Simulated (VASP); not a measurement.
# B (Pm-3n) in VASP: further runs

B is run at these levels: RPBE; tasks: single point, relaxation of cell and atoms.

All numbers are computed with VASP 6.6.1; they aren't measurements. Logs are shortened: lines on timing, memory, paths and dates and some standing lists are left out, and cuts for length are marked.

## (1) The cell of the first run

The structure is cubic, space group Pm-3n (No. 223). The conventional cell has a = 3.684 Å, b = 3.684 Å, c = 3.684 Å, α = 90.00°, β = 90.00°, γ = 90.00°. Within 2.7 Å of B (site symmetry m-3) lie 12 B at 2.06 Å. Within 2.4 Å of B (site symmetry -4m2) lie 14 B at 1.84 to 2.26 Å.

## (2) Single point, RPBE

Contents of INCAR:

```
SYSTEM = B
PREC = Accurate
ENCUT = 500
EDIFF = 1E-6
ISMEAR = -1
SIGMA = 0.1
LREAL = .False.
LASPH = .True.
NELM = 120
ALGO = Normal
ISIF = 2
LWAVE = .False.
LCHARG = .False.
GGA = RP
NBANDS = 22
GGA_COMPAT = .False.
```

Contents of KPOINTS:

```
regular mesh
0
Gamma
  7 7 7
  0 0 0
```

Contents of POSCAR:

```
B
1.0
    3.6843273059      0.0000000000      0.0000000000
    0.0000000000      3.6843273059      0.0000000000
    0.0000000000      0.0000000000      3.6843273059
B
8
Direct
    1.0000000000      1.0000000000      1.0000000000
    0.5000000000      0.5000000000      0.5000000000
    0.2500000000      1.0000000000      0.5000000000
    0.7500000000      0.0000000000      0.5000000000
    0.5000000000      0.2500000000      0.0000000000
    0.5000000000      0.7500000000      1.0000000000
    0.0000000000      0.5000000000      0.2500000000
    0.0000000000      0.5000000000      0.7500000000
```

Potentials or basis: VASP PAW PBE potentials, release 64 (B).

Launch:

```console
$ cat potpaw_PBE.64/B/POTCAR > POTCAR
$ mpirun -np 1 vasp_std > vasp.out
```

OUTCAR:

```text
SYSTEM = B
   PREC = Accurate
   ENCUT = 500
   EDIFF = 1E-6
   ISMEAR = -1
   LREAL = .False.
   LASPH = .True.
   NELM = 120
   ISIF = 2
   GGA = RP

 ion  position               nearest neighbor table
   1  0.000  0.000  0.000-   3 2.06   4 2.06   5 2.06   6 2.06   7 2.06   8 2.06   3 2.06   4 2.06
                             7 2.06   8 2.06   5 2.06   6 2.06
   2  0.500  0.500  0.500-   3 2.06   4 2.06   5 2.06   6 2.06   7 2.06   8 2.06   5 2.06   6 2.06
                             3 2.06   4 2.06   7 2.06   8 2.06
   3  0.250  0.000  0.500-   4 1.84   4 1.84   1 2.06   1 2.06   2 2.06   2 2.06
   4  0.750  0.000  0.500-   3 1.84   3 1.84   1 2.06   1 2.06   2 2.06   2 2.06
   5  0.500  0.250  0.000-   6 1.84   6 1.84   1 2.06   2 2.06   2 2.06   1 2.06
   6  0.500  0.750  0.000-   5 1.84   5 1.84   1 2.06   2 2.06   2 2.06   1 2.06
   7  0.000  0.500  0.250-   8 1.84   8 1.84   1 2.06   2 2.06   1 2.06   2 2.06
   8  0.000  0.500  0.750-   7 1.84   7 1.84   1 2.06   2 2.06   1 2.06   2 2.06

  LATTYP: Found a simple cubic cell.
 ALAT       =     3.6843273059

  Lattice vectors:

 A1 = (   3.6843273059,   0.0000000000,   0.0000000000)
 A2 = (   0.0000000000,   3.6843273059,   0.0000000000)
 A3 = (   0.0000000000,   0.0000000000,   3.6843273059)

Analysis of symmetry for initial positions (statically):
=====================================================================
 Subroutine PRICEL returns:
 Original cell was already a primitive cell.

 Routine SETGRP: Setting up the symmetry group for a
 simple cubic supercell.

 Subroutine GETGRP returns: Found 48 space group operations
 (whereof 24 operations were pure point group operations)
 out of a pool of 48 trial point group operations.

The static configuration has the point symmetry T_h .
 The point group associated with its full space group is O_h .

Analysis of symmetry for dynamics (positions and initial velocities):
=====================================================================
 Subroutine PRICEL returns:
 Original cell was already a primitive cell.

 Routine SETGRP: Setting up the symmetry group for a
 simple cubic supercell.

 Subroutine GETGRP returns: Found 48 space group operations
 (whereof 24 operations were pure point group operations)
 out of a pool of 48 trial point group operations.

The dynamic configuration has the point symmetry T_h .
 The point group associated with its full space group is O_h .

 Subroutine INISYM returns: Found 48 space group operations
 (whereof 24 operations are pure point group operations),
 and found     1 'primitive' translations

----------------------------------------------------------------------------------------

                                     Primitive cell

  volume of cell :      50.0120

  direct lattice vectors                    reciprocal lattice vectors
     3.684327306  0.000000000  0.000000000     0.271419968  0.000000000  0.000000000
     0.000000000  3.684327306  0.000000000     0.000000000  0.271419968  0.000000000
     0.000000000  0.000000000  3.684327306     0.000000000  0.000000000  0.271419968

  length of vectors
     3.684327306  3.684327306  3.684327306     0.271419968  0.271419968  0.271419968

  position of ions in fractional coordinates (direct lattice)
     0.000000000  0.000000000  0.000000000
     0.500000000  0.500000000  0.500000000
     0.250000000  0.000000000  0.500000000
     0.750000000  0.000000000  0.500000000
     0.500000000  0.250000000  0.000000000
     0.500000000  0.750000000  0.000000000
     0.000000000  0.500000000  0.250000000
     0.000000000  0.500000000  0.750000000

  ion indices of the primitive-cell ions
   primitive index   ion index
                 1           1
                 2           2
                 3           3
                 4           4
                 5           5
                 6           6
                 7           7
                 8           8

----------------------------------------------------------------------------------------

 KPOINTS: regular mesh

Automatic generation of k-mesh.
 Grid dimensions read from file:
 generate k-points for:    7    7    7

 Generating k-lattice:

  Cartesian coordinates                     Fractional coordinates (reciprocal lattice)
     0.038774281  0.000000000  0.000000000     0.142857143  0.000000000  0.000000000
     0.000000000  0.038774281  0.000000000     0.000000000  0.142857143  0.000000000
     0.000000000  0.000000000  0.038774281     0.000000000  0.000000000  0.142857143

  Length of vectors
     0.038774281  0.038774281  0.038774281

  Shift w.r.t. Gamma in fractional coordinates (k-lattice)
     0.000000000  0.000000000  0.000000000

 Subroutine IBZKPT returns following result:
 ===========================================

 Found     20 irreducible k-points:

 Following reciprocal coordinates:
            Coordinates               Weight
  0.000000  0.000000  0.000000      1.000000
  0.142857  0.000000  0.000000      6.000000
  0.285714  0.000000  0.000000      6.000000
  0.428571  0.000000  0.000000      6.000000
  0.142857  0.142857  0.000000     12.000000
  0.285714  0.142857  0.000000     24.000000
[... 12 lines left out ...]
  0.428571  0.428571  0.285714     24.000000
  0.428571  0.428571  0.428571      8.000000
   k-points           NKPTS =     20   k-points in BZ     NKDIM =     20   number of bands    NBANDS=     22
   number of dos      NEDOS =    301   number of ions     NIONS =      8
   total plane-waves  NPLWV =  21952
   dimension x,y,z NGX =    28 NGY =   28 NGZ =   28
   dimension x,y,z NGXF=    56 NGYF=   56 NGZF=   56
   ions per type =               8
   NGX,Y,Z   is equivalent  to a cutoff of  12.63, 12.63, 12.63 a.u.
   NGXF,Y,Z  is equivalent  to a cutoff of  25.27, 25.27, 25.27 a.u.
 SYSTEM =  B
   PREC   = accura    normal or accurate (medium, high low for compatibility)
   ISTART =      0    job   : 0-new  1-cont  2-samecut
   ICHARG =      2    charge: 1-file 2-atom 10-const
   ISPIN  =      1    spin polarized calculation?
   LNONCOLLINEAR =      F non collinear calculations
   LSORBIT =      F    spin-orbit coupling
   LASPH  =      T    aspherical Exc in radial PAW
   ENCUT  =  500.0 eV  36.75 Ry    6.06 a.u.   6.72  6.72  6.72*2*pi/ulx,y,z
   NELM   =    120;   NELMIN=  2; NELMDL= -5     # of ELM steps
   EDIFF  = 0.1E-05   stopping-criterion for ELM
   LREAL  =      F    real-space projection
   EDIFFG = 0.1E-04   stopping-criterion for IOM
   NSW    =      0    number of steps for IOM
   IBRION =     -1    ionic relax: 0-MD 1-quasi-New 2-CG
   NFREE  =      0    steps in history (QN), initial steepest desc. (CG)
   ISIF   =      2    stress and relaxation
   ISYM   =      2    0-nonsym 1-usesym 2-fastsym
   POTIM  = 0.5000    time-step for ionic-motion
   TEBEG  =    0.0;   TEEND  =   0.0 temperature during run
   PSTRESS=    0.0 pullay stress
   NELECT =      24.0000    total number of electrons
   NUPDOWN=      -1.0000    fix difference up-down
   EMIN   =  10.00;   EMAX   =-10.00  energy-range for DOS
   EFERMI =   0.00;   METHOD = LEGACY
   ISMEAR =    -1;   SIGMA  =   0.10  broadening in eV -4-tet -1-fermi 0-gaus
   EFERMI_NEDOS =   21; number of points for ismear=-14 and -15
   IALGO  =     38    algorithm
   IMIX   =      4    mixing-type and parameters
     AMIX     =   0.40;   BMIX     =  1.00
     AMIX_MAG =   1.60;   BMIX_MAG =  1.00
  volume/ion in A,a.u.               =       6.25        42.19
  Fermi-wavevector in a.u.,A,eV,Ry     =   1.281702  2.422065 22.351105  1.642760
  Thomas-Fermi vector in A             =   2.414056
   LORBIT       =      0    0 simple, 1 ext, 2 COOP (PROOUT), +10 PAW based schemes
   GGA     = RP    functional components
   LHFCALC =     F    Hartree Fock is set to
   AEXX    =    0.0000 exact exchange contribution
   IVDW    =     0    specifies the selected vdW correction
   LEPSILON=     F    determine dielectric tensor
   LRPA    =     F    only Hartree local field effects (RPA)
 non-spin polarized calculation
  energy-cutoff  :      500.00
  volume of cell :       50.01
 maximum number of plane-waves:      1309
 NGX is ok and might be reduce to    28
   NGX = 13   NGY = 13   NGZ = 13

 number of electron      24.0000002 magnetization

 Free energy of the ion-electron system (eV)
  ---------------------------------------------------
  ext. energy  EPLUGINS =         0.00000000
  ---------------------------------------------------
  free energy    TOTEN  =       -39.11354911 eV

  energy without entropy =      -39.05751009  energy(sigma->0) =      -39.08552960

 E-fermi :   9.9753     XC(G=0): -12.7645

 val. band max:        9.8978442960   @ k =   0.2857   0.0000   0.0000
 cond. band min:      10.0271241288   @ k =   0.1429   0.0000   0.0000
 fundamental gap:      0.1292798327
 Fermi energy:         9.9752682564

 k-point     1 :       0.0000    0.0000    0.0000
  band No.  band energies     occupation
      1      -8.6200      2.00000
      2      -0.2383      2.00000
      3      -0.2383      2.00000
      4      -0.2383      2.00000
      5       0.5100      2.00000
      6       0.5100      2.00000
[... 14 lines left out ...]
     21      16.3796      0.00000
     22      16.3796      0.00000

 k-point     2 :       0.1429    0.0000    0.0000
  band No.  band energies     occupation
      1      -8.4378      2.00000
      2      -2.1471      2.00000
      3      -0.0536      2.00000
      4      -0.0536      2.00000
      5       0.6340      2.00000
      6       0.6512      2.00000
[... 14 lines left out ...]
     21      15.7267      0.00000
     22      15.7274      0.00000

 k-point     3 :       0.2857    0.0000    0.0000
  band No.  band energies     occupation
      1      -7.8915      2.00000
      2      -4.0948      2.00000
      3       0.4839      2.00000
      4       0.4839      2.00000
      5       0.9620      2.00000
      6       0.9684      2.00000
[... 14 lines left out ...]
     21      15.4177      0.00000
     22      15.6343      0.00000

 k-point     4 :       0.4286    0.0000    0.0000
  band No.  band energies     occupation
      1      -6.9825      2.00000
      2      -5.7142      2.00000
      3       1.2466      2.00000
      4       1.2466      2.00000
      5       1.3191      2.00000
      6       1.3325      2.00000
[... 14 lines left out ...]
     21      17.0974      0.00000
     22      17.1232      0.00000

 k-point     5 :       0.1429    0.1429    0.0000
  band No.  band energies     occupation
      1      -8.2556      2.00000
      2      -1.9714      2.00000
      3      -1.9696      2.00000
      4       0.1316      2.00000
      5       0.7606      2.00000
      6       2.3657      2.00000
[... 317 lines left out ...]
 k-point    18 :       0.4286    0.2857    0.2857
  band No.  band energies     occupation
      1      -5.5287      2.00000
      2      -4.2660      2.00000
      3      -1.7926      2.00000
      4      -1.7598      2.00000
      5      -0.5842      2.00000
      6      -0.5120      2.00000
[... 14 lines left out ...]
     21      17.4154      0.00000
     22      17.5420      0.00000

 k-point    19 :       0.4286    0.4286    0.2857
  band No.  band energies     occupation
      1      -4.6242      2.00000
      2      -3.3763      2.00000
      3      -3.3577      2.00000
      4      -2.1184      2.00000
      5      -0.9026      2.00000
      6       0.2390      2.00000
[... 14 lines left out ...]
     21      16.5377      0.00000
     22      16.8525      0.00000

 k-point    20 :       0.4286    0.4286    0.4286
  band No.  band energies     occupation
      1      -3.7230      2.00000
      2      -2.4915      2.00000
      3      -2.4915      2.00000
      4      -2.4354      2.00000
      5      -1.2713      2.00000
      6      -1.2713      2.00000
[... 14 lines left out ...]
     21      16.5011      0.00000
     22      16.5011      0.00000

------------------------ aborting loop because EDIFF is reached ----------------------------------------

  FORCE on cell =-STRESS in cart. coord.  units (eV):
  Direction    XX          YY          ZZ          XY          YZ          ZX
  --------------------------------------------------------------------------------------
  -------------------------------------------------------------------------------------
  Total       -0.0712402     -0.0712402     -0.0712402      0.0000000     -0.0000000     -0.0000000
  in kB       -2.2822373     -2.2822373     -2.2822373      0.0000000     -0.0000000     -0.0000000
  external PRESSURE =      -2.2822373 kB  Pullay stress =       0.0000000 kB

 VOLUME and BASIS-vectors are now :
 -----------------------------------------------------------------------------
  energy-cutoff  :      500.00
  volume of cell :       50.01
      direct lattice vectors                 reciprocal lattice vectors
     3.684327306  0.000000000  0.000000000     0.271419968  0.000000000  0.000000000
     0.000000000  3.684327306  0.000000000     0.000000000  0.271419968  0.000000000
     0.000000000  0.000000000  3.684327306     0.000000000  0.000000000  0.271419968

 POSITION                                       TOTAL-FORCE (eV/Angst)
 -----------------------------------------------------------------------------------
      0.00000      0.00000      0.00000        -0.000000      0.000000     -0.000000
      1.84216      1.84216      1.84216        -0.000000      0.000000     -0.000000
      0.92108      0.00000      1.84216        -0.000000     -0.000000     -0.000000
      2.76325      0.00000      1.84216         0.000000      0.000000      0.000000
      1.84216      0.92108      0.00000        -0.000000      0.000000      0.000000
      1.84216      2.76325      0.00000        -0.000000     -0.000000      0.000000
      0.00000      1.84216      0.92108         0.000000     -0.000000     -0.000000
      0.00000      1.84216      2.76325         0.000000      0.000000      0.000000
 -----------------------------------------------------------------------------------
    total drift:                                0.000000      0.000000     -0.000000

  FREE ENERGIE OF THE ION-ELECTRON SYSTEM (eV)
  ---------------------------------------------------
  free  energy   TOTEN  =       -39.1135491089 eV

  energy  without entropy=      -39.0575100939  energy(sigma->0) =      -39.08552960
```

Wall time 41 s (1 thread of AMD EPYC 7R13, shared host); peak memory 0.12 GiB.

Results:

```yaml
Free_energy: -39.1135 eV
Pressure: -0.2 GPa
Band_gap_on_the_k_mesh: zero (band 12 reaches 13.13 eV, above the bottom of band 13 at 9.34 eV)
```

Caveat: the PAW data sets were made with another functional, which shifts forces and pressure a little.

## (3) Single point, RPBE

Contents of INCAR:

```
PREC = Accurate ; ENCUT = 500
EDIFF = 1E-6 ; ISMEAR = -1
SIGMA = 0.1 ; LREAL = False
LASPH = True ; NELM = 120
ALGO = Normal ; ISIF = 2
LWAVE = False ; LCHARG = False
GGA = RP ; NBANDS = 22
GGA_COMPAT = False
```

Contents of KPOINTS:

```
Automatic mesh
0
Gamma
  9 9 9
```

POSCAR is that of step 2.

Potentials or basis: VASP PAW PBE potentials, release 64 (B).

Launch:

```console
$ cat potpaw_PBE.64/B/POTCAR > POTCAR
$ mpirun -np 1 vasp_std > vasp.out
```

It took 63 s on 1 thread of AMD EPYC 7R13, shared host; peak memory 0.13 GiB.

Results (log left out):

* Free energy: -39.0968 eV
* Pressure: -0.6 GPa
* Band gap on the k mesh: zero (band 12 reaches 13.46 eV, above the bottom of band 13 at 9.01 eV)

Levels at points of the mesh, in eV from the Fermi level:
```csv
k point,band 9,band 10,band 11,band 12,band 13,band 14,band 15,band 16
"(0.00, 0.00, 0.00)",-2.43,-2.43,-2.28,-2.28,-0.14,-0.14,-0.14,2.11
```

Caveat: the PAW data sets were made with another functional, which shifts forces and pressure a little.

## (4) Relaxation of cell and atoms, RPBE

This run uses another cell than the first one, of 6.55 Å³/atom, 1.048 times its volume.

Contents of INCAR:

```
PREC = Accurate
ENCUT = 500
EDIFF = 1E-7
ISMEAR = -1
SIGMA = 0.1
LREAL = F
LASPH = T
NELM = 120
ALGO = Normal
ISIF = 3
LWAVE = F
LCHARG = F
GGA = RP
IBRION = 2
NSW = 80
EDIFFG = -0.01
GGA_COMPAT = F
NELMIN = 4
```

Contents of KPOINTS:

```
Automatic mesh
0
Gamma
  7 7 7
```

Contents of POSCAR:

```
B
1.0
    3.7428346132      0.0000000000      0.0000000000
    0.0000000000      3.7428346132      0.0000000000
    0.0000000000      0.0000000000      3.7428346132
B
8
Direct
    0.0000000000      0.0000000000      0.0000000000
    0.5000000000      0.5000000000      0.5000000000
    0.2500000000      0.0000000000      0.5000000000
    0.7500000000      0.0000000000      0.5000000000
    0.5000000000      0.2500000000      0.0000000000
    0.5000000000      0.7500000000      0.0000000000
    0.0000000000      0.5000000000      0.2500000000
    0.0000000000      0.5000000000      0.7500000000
```

Launch:

```console
$ cat potpaw_PBE.64/B/POTCAR > POTCAR
$ mpirun -np 1 vasp_std > vasp.out
```

It took 73 s on 1 thread of AMD EPYC 7R13, shared host; peak memory 0.12 GiB.

It converged, with:

```
Free energy                            : -39.1161 eV
Relaxed volume                         : 6.24 Å³/atom
Relaxed cell                           : a = 3.683 Å, b = 3.683 Å, c = 3.683 Å, α = 90.00°, β = 90.00°, γ = 90.00°
Space group after relaxing (to 0.05 Å) : Pm-3n (No. 223)
Energy gained by relaxing              : 10.4 meV/atom
Ionic steps                            : 3
Pressure after relaxing                : 0.0 GPa
Band gap on the k mesh                 : zero (band 12 reaches 13.15 eV, above the bottom of band 13 at 9.35 eV)
```

Step by step:
```tsv
step	energy change (eV)	largest force (eV/Å)	pressure (GPa)	volume (Å³)
1	0.0000	0.0000	-10.32	52.43
2	-0.0764	0.0000	3.22	49.29
3	-0.0830	0.0000	0.02	49.95
```

Final structure:
```
CELL_PARAMETERS angstrom
3.68287 0.00000 0.00000
0.00000 3.68287 0.00000
0.00000 0.00000 3.68287
ATOMIC_POSITIONS crystal
B 0.00000 0.00000 0.00000
B 0.50000 0.50000 0.50000
B 0.25000 0.00000 0.50000
B 0.75000 0.00000 0.50000
B 0.50000 0.25000 0.00000
B 0.50000 0.75000 0.00000
B 0.00000 0.50000 0.25000
B 0.00000 0.50000 0.75000
```

Levels at points of the mesh, in eV from the Fermi level:
```
           k point  band 8  band 9  band 10  band 11  band 12  band 13  band 14  band 15  band 16  band 17
(0.00, 0.00, 0.00)   -2.45   -2.45    -2.45    -2.29    -2.29    -0.15    -0.15    -0.15     2.11     2.11
```

Caveat: the PAW data sets were made with another functional, which shifts forces and pressure a little.

## (5) Overview

| task | cell | k mesh | gap on the mesh (eV) | pressure (GPa) |
| --- | --- | --- | --- | --- |
| single point | a = 3.684 Å, 8 atoms | 7 × 7 × 7 | none | -0.2 |
| single point | a = 3.684 Å, 8 atoms | 9 × 9 × 9 | none | -0.6 |
| relaxation of cell and atoms | relaxed from a = 3.743 Å, 8 atoms | 7 × 7 × 7 | none | 0.0 |

Alike in all rows: level RPBE; potentials or basis VASP PAW PBE potentials, release 64 (B); no spin polarisation; cutoff (eV) 500; smearing fermi-dirac 0.1 eV.

Caveats: the PAW data sets were made with another functional, which shifts forces and pressure a little.

Total energies depend on the potentials used, so only differences within one code and one set of settings carry meaning.
